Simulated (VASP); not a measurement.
# In (P6_3/mmc) in VASP: further runs

The runs below take In through single point, with PBE.

Everything below comes from runs of VASP 6.6.1. Logs are shortened: lines on timing, memory, paths and dates and some standing lists are left out, and cuts for length are marked.

## Step 1: The cell of the first run

The structure is hexagonal, space group P6_3/mmc (No. 194). The conventional cell has a = 2.505 Å, b = 2.505 Å, c = 4.089 Å, α = 90.00°, β = 90.00°, γ = 120.00°. Within 3.3 Å of In (site symmetry -6m2) lie 12 In at 2.50 to 2.51 Å.

## Step 2: Single point, PBE

Input file INCAR:

```
PREC = Accurate
ENCUT = 520
EDIFF = 1E-6
ISMEAR = -1
SIGMA = 0.08
LREAL = F
LASPH = T
NELM = 60
ALGO = Normal
ISIF = 2
LWAVE = F
LCHARG = T
GGA = PE
LELF = T
LVHAR = T
NBANDS = 20
```

Input file KPOINTS:

```
Automatic mesh
0
Gamma
  13 13 7
```

Input file POSCAR:

```
In
1.0
    2.5050841845      0.0000000000      0.0000000000
   -1.2525420922      2.1694665424      0.0000000000
    0.0000000000      0.0000000000      4.0893564961
In
2
Direct
    0.3333333333      0.6666666667      0.2500000000
    0.6666666667      0.3333333333      0.7500000000
```

Potentials or basis: VASP PAW PBE potentials, release 64 (In_d).

On the command line:

```console
$ cat potpaw_PBE.64/In_d/POTCAR > POTCAR
$ mpirun -np 1 vasp_std > vasp.out
```

OUTCAR:

```text
PREC = Accurate
   ENCUT = 520
   EDIFF = 1E-6
   ISMEAR = -1
   LREAL = F
   LASPH = T
   NELM = 60
   ISIF = 2
   GGA = PE

 ion  position               nearest neighbor table
   1  0.333  0.667  0.250-   2 2.50   2 2.50   2 2.50   2 2.50   2 2.50   2 2.50   2 3.54   2 3.54
                             2 3.54   2 3.54   2 3.54   2 3.54
   2  0.667  0.333  0.750-   1 2.50   1 2.50   1 2.50   1 2.50   1 2.50   1 2.50   1 3.54   1 3.54
                             1 3.54   1 3.54   1 3.54   1 3.54

  LATTYP: Found a hexagonal cell.
 ALAT       =     2.5050841845
 C/A-ratio  =     1.6324227830

  Lattice vectors:

 A1 = (   2.5050841845,   0.0000000000,   0.0000000000)
 A2 = (  -1.2525420922,   2.1694665424,   0.0000000000)
 A3 = (   0.0000000000,   0.0000000000,   4.0893564961)

Analysis of symmetry for initial positions (statically):
=====================================================================
 Subroutine PRICEL returns:
 Original cell was already a primitive cell.

 Routine SETGRP: Setting up the symmetry group for a
 hexagonal supercell.

 Subroutine GETGRP returns: Found 24 space group operations
 (whereof 12 operations were pure point group operations)
 out of a pool of 24 trial point group operations.

The static configuration has the point symmetry D_3d.
 The point group associated with its full space group is D_6h.

Analysis of symmetry for dynamics (positions and initial velocities):
=====================================================================
 Subroutine PRICEL returns:
 Original cell was already a primitive cell.

 Routine SETGRP: Setting up the symmetry group for a
 hexagonal supercell.

 Subroutine GETGRP returns: Found 24 space group operations
 (whereof 12 operations were pure point group operations)
 out of a pool of 24 trial point group operations.

The dynamic configuration has the point symmetry D_3d.
 The point group associated with its full space group is D_6h.

 Subroutine INISYM returns: Found 24 space group operations
 (whereof 12 operations are pure point group operations),
 and found     1 'primitive' translations

----------------------------------------------------------------------------------------

                                     Primitive cell

  volume of cell :      22.2244

  direct lattice vectors                    reciprocal lattice vectors
     2.505084184  0.000000000  0.000000000     0.399188181  0.230471404  0.000000000
    -1.252542092  2.169466542  0.000000000     0.000000000  0.460942808  0.000000000
     0.000000000  0.000000000  4.089356496     0.000000000  0.000000000  0.244537252

  length of vectors
     2.505084184  2.505084184  4.089356496     0.460942808  0.460942808  0.244537252

  position of ions in fractional coordinates (direct lattice)
     0.333333333  0.666666667  0.250000000
     0.666666667  0.333333333  0.750000000

  ion indices of the primitive-cell ions
   primitive index   ion index
                 1           1
                 2           2

----------------------------------------------------------------------------------------

 KPOINTS: Automatic mesh

Automatic generation of k-mesh.
 Grid dimensions read from file:
 generate k-points for:   13   13    7

 Generating k-lattice:

  Cartesian coordinates                     Fractional coordinates (reciprocal lattice)
     0.030706783  0.017728570  0.000000000     0.076923077  0.000000000  0.000000000
     0.000000000  0.035457139  0.000000000     0.000000000  0.076923077  0.000000000
     0.000000000  0.000000000  0.034933893     0.000000000  0.000000000  0.142857143

  Length of vectors
     0.035457139  0.035457139  0.034933893

  Shift w.r.t. Gamma in fractional coordinates (k-lattice)
     0.000000000  0.000000000  0.000000000

 Subroutine IBZKPT returns following result:
 ===========================================

 Found     84 irreducible k-points:

 Following reciprocal coordinates:
            Coordinates               Weight
  0.000000  0.000000  0.000000      1.000000
  0.076923 -0.000000  0.000000      6.000000
  0.153846 -0.000000  0.000000      6.000000
  0.230769 -0.000000  0.000000      6.000000
  0.307692 -0.000000  0.000000      6.000000
  0.384615 -0.000000  0.000000      6.000000
[... 16 lines left out ...]
  0.076923 -0.000000  0.142857     12.000000
  0.153846 -0.000000  0.142857     12.000000
 [... further k-points ...]
   k-points           NKPTS =     84   k-points in BZ     NKDIM =     84   number of bands    NBANDS=     20
   number of dos      NEDOS =    301   number of ions     NIONS =      2
   total plane-waves  NPLWV =  12000
   dimension x,y,z NGX =    20 NGY =   20 NGZ =   30
   dimension x,y,z NGXF=    40 NGYF=   40 NGZF=   60
   ions per type =               2
   NGX,Y,Z   is equivalent  to a cutoff of  13.27, 13.27, 12.20 a.u.
   NGXF,Y,Z  is equivalent  to a cutoff of  26.55, 26.55, 24.39 a.u.
 SYSTEM =  unknown system
   PREC   = accura    normal or accurate (medium, high low for compatibility)
   ISTART =      0    job   : 0-new  1-cont  2-samecut
   ICHARG =      2    charge: 1-file 2-atom 10-const
   ISPIN  =      1    spin polarized calculation?
   LNONCOLLINEAR =      F non collinear calculations
   LSORBIT =      F    spin-orbit coupling
   LASPH  =      T    aspherical Exc in radial PAW
   ENCUT  =  520.0 eV  38.22 Ry    6.18 a.u.   4.66  4.66  7.60*2*pi/ulx,y,z
   NELM   =     60;   NELMIN=  2; NELMDL= -5     # of ELM steps
   EDIFF  = 0.1E-05   stopping-criterion for ELM
   LREAL  =      F    real-space projection
   EDIFFG = 0.1E-04   stopping-criterion for IOM
   NSW    =      0    number of steps for IOM
   IBRION =     -1    ionic relax: 0-MD 1-quasi-New 2-CG
   NFREE  =      0    steps in history (QN), initial steepest desc. (CG)
   ISIF   =      2    stress and relaxation
   ISYM   =      2    0-nonsym 1-usesym 2-fastsym
   POTIM  = 0.5000    time-step for ionic-motion
   TEBEG  =    0.0;   TEEND  =   0.0 temperature during run
   PSTRESS=    0.0 pullay stress
   NELECT =      26.0000    total number of electrons
   NUPDOWN=      -1.0000    fix difference up-down
   EMIN   =  10.00;   EMAX   =-10.00  energy-range for DOS
   EFERMI =   0.00;   METHOD = LEGACY
   ISMEAR =    -1;   SIGMA  =   0.08  broadening in eV -4-tet -1-fermi 0-gaus
   EFERMI_NEDOS =   21; number of points for ismear=-14 and -15
   IALGO  =     38    algorithm
   IMIX   =      4    mixing-type and parameters
     AMIX     =   0.40;   BMIX     =  1.00
     AMIX_MAG =   1.60;   BMIX_MAG =  1.00
  volume/ion in A,a.u.               =      11.11        74.99
  Fermi-wavevector in a.u.,A,eV,Ry     =   1.725000  3.259778 40.485854  2.975626
  Thomas-Fermi vector in A             =   2.800583
   LORBIT       =      0    0 simple, 1 ext, 2 COOP (PROOUT), +10 PAW based schemes
   GGA     = PE    functional components
   LHFCALC =     F    Hartree Fock is set to
   AEXX    =    0.0000 exact exchange contribution
   IVDW    =     0    specifies the selected vdW correction
   LEPSILON=     F    determine dielectric tensor
   LRPA    =     F    only Hartree local field effects (RPA)
 non-spin polarized calculation
  energy-cutoff  :      520.00
  volume of cell :       22.22
 maximum number of plane-waves:       615
 NGX is ok and might be reduce to    20
   NGX =  9   NGY =  9   NGZ = 15

 number of electron      25.9999992 magnetization

 Free energy of the ion-electron system (eV)
  ---------------------------------------------------
  ext. energy  EPLUGINS =         0.00000000
  ---------------------------------------------------
  free energy    TOTEN  =         8.58107586 eV

  energy without entropy =        8.59137825  energy(sigma->0) =        8.58622706

 E-fermi :  24.0695     XC(G=0): -15.0817

 val. band max:       23.9610217170   @ k =   0.3077   0.2308   0.4286
 cond. band min:      24.0980886735   @ k =   0.4615  -0.0000   0.1429
 fundamental gap:      0.1370669565
 Fermi energy:        24.0695382302

 k-point     1 :       0.0000    0.0000    0.0000
  band No.  band energies     occupation
      1       3.6189      2.00000
      2       4.5704      2.00000
      3       5.1588      2.00000
      4       5.3021      2.00000
      5       5.3021      2.00000
      6       5.5955      2.00000
[... 12 lines left out ...]
     19      41.6869      0.00000
     20      41.6870      0.00000

 k-point     2 :       0.0769   -0.0000    0.0000
  band No.  band energies     occupation
      1       3.7218      2.00000
      2       4.7658      2.00000
      3       5.0637      2.00000
      4       5.4155      2.00000
      5       5.4183      2.00000
      6       5.5791      2.00000
[... 12 lines left out ...]
     19      40.0990      0.00000
     20      42.2823      0.00000

 k-point     3 :       0.1538   -0.0000    0.0000
  band No.  band energies     occupation
      1       3.9328      2.00000
      2       4.8135      2.00000
      3       5.1725      2.00000
      4       5.5422      2.00000
      5       5.6289      2.00000
      6       5.7489      2.00000
[... 12 lines left out ...]
     19      38.8807      0.00000
     20      42.6264      0.00000

 k-point     4 :       0.2308   -0.0000    0.0000
  band No.  band energies     occupation
      1       3.9382      2.00000
      2       4.6946      2.00000
      3       5.1018      2.00000
      4       5.2792      2.00000
      5       5.6163      2.00000
      6       5.8204      2.00000
[... 12 lines left out ...]
     19      38.7792      0.00000
     20      42.0499      0.00000

 k-point     5 :       0.3077   -0.0000    0.0000
  band No.  band energies     occupation
      1       3.7051      2.00000
      2       4.4905      2.00000
      3       4.5459      2.00000
      4       5.4202      2.00000
      5       5.5788      2.00000
      6       6.0536      2.00000
[... 12 lines left out ...]
     19      37.4495      0.00000
     20      40.9084      0.00000

 k-point     6 :       0.3846   -0.0000    0.0000
  band No.  band energies     occupation
      1       3.4660      2.00000
      2       4.1186      2.00000
      3       4.2845      2.00000
      4       5.2697      2.00000
      5       5.8437      2.00000
      6       5.8765      2.00000
[... 12 lines left out ...]
     19      37.3432      0.00000
     20      39.1064      0.00000

 k-point     7 :       0.4615   -0.0000    0.0000
  band No.  band energies     occupation
      1       3.3272      2.00000
      2       3.8918      2.00000
      3       4.1643      2.00000
      4       5.1885      2.00000
      5       5.7854      2.00000
      6       5.9837      2.00000
[... 12 lines left out ...]
     19      37.4297      0.00000
     20      38.1537      0.00000
[... 277 lines left out ...]
 k-point    20 :       0.3846    0.2308    0.0000
  band No.  band energies     occupation
      1       3.8545      2.00000
      2       4.2326      2.00000
      3       4.7510      2.00000
      4       5.1929      2.00000
      5       5.5628      2.00000
      6       5.7669      2.00000
[... 12 lines left out ...]
     19      32.1695      0.00000
     20      43.6273      0.00000

 k-point    21 :       0.3077    0.3077    0.0000
  band No.  band energies     occupation
      1       3.8443      2.00000
      2       4.6881      2.00000
      3       4.7023      2.00000
      4       5.2489      2.00000
      5       5.4502      2.00000
      6       5.4670      2.00000
[... 12 lines left out ...]
     19      30.1507      0.00000
     20      44.2020      0.00000

 k-point    22 :       0.0000    0.0000    0.1429
  band No.  band energies     occupation
      1       3.6873      2.00000
      2       4.7610      2.00000
      3       5.1515      2.00000
      4       5.2449      2.00000
      5       5.2449      2.00000
      6       5.5418      2.00000
[... 12 lines left out ...]
     19      41.3405      0.00000
     20      41.3405      0.00000

 k-point    23 :       0.0769   -0.0000    0.1429
  band No.  band energies     occupation
      1       3.7909      2.00000
      2       4.9586      2.00000
      3       5.0536      2.00000
      4       5.2913      2.00000
      5       5.3477      2.00000
      6       5.5207      2.00000
[... 12 lines left out ...]
     19      40.5189      0.00000
     20      41.6547      0.00000

 k-point    24 :       0.1538   -0.0000    0.1429
  band No.  band energies     occupation
      1       3.9975      2.00000
      2       4.8891      2.00000
      3       5.0757      2.00000
      4       5.3071      2.00000
      5       5.5903      2.00000
      6       5.9365      2.00000
[... 12 lines left out ...]
     19      39.6052      0.00000
     20      41.8081      0.00000

 [... further k-points ...]
[... 5 lines left out ...]
  --------------------------------------------------------------------------------------
  -------------------------------------------------------------------------------------
  Total       45.7491895     45.7491895     45.7640473      0.0000000      0.0000000      0.0000000
  in kB     3298.0993397   3298.0993398   3299.1704482      0.0000001      0.0000000      0.0000000
  external PRESSURE =    3298.4563759 kB  Pullay stress =       0.0000000 kB

 VOLUME and BASIS-vectors are now :
 -----------------------------------------------------------------------------
  energy-cutoff  :      520.00
  volume of cell :       22.22
      direct lattice vectors                 reciprocal lattice vectors
     2.505084184  0.000000000  0.000000000     0.399188181  0.230471404  0.000000000
    -1.252542092  2.169466542  0.000000000     0.000000000  0.460942808  0.000000000
     0.000000000  0.000000000  4.089356496     0.000000000  0.000000000  0.244537252

 POSITION                                       TOTAL-FORCE (eV/Angst)
 -----------------------------------------------------------------------------------
     -0.00000      1.44631      1.02234        -0.000000      0.000000      0.000000
      1.25254      0.72316      3.06702         0.000000     -0.000000      0.000000
 -----------------------------------------------------------------------------------
    total drift:                                0.000000     -0.000000      0.000000

  FREE ENERGIE OF THE ION-ELECTRON SYSTEM (eV)
  ---------------------------------------------------
  free  energy   TOTEN  =         8.5810758610 eV

  energy  without entropy=        8.5913782536  energy(sigma->0) =        8.58622706
```

It took 36 s on 1 thread of Intel Xeon 8259CL, shared host; peak memory 0.15 GiB.

Results:

| Property | Result |
| --- | --- |
| Free energy | 8.5811 eV |
| Pressure | 329.8 GPa |
| Band gap on the k mesh | zero (band 13 reaches 29.32 eV, above the bottom of band 14 at 21.11 eV) |

Stress tensor (GPa, compression positive):
```
329.81   0.00   0.00
  0.00 329.81   0.00
  0.00   0.00 329.92
```

Caveat: spin-orbit coupling is left out, which moves the levels of the heavy elements.

[end of part 1 of 3]
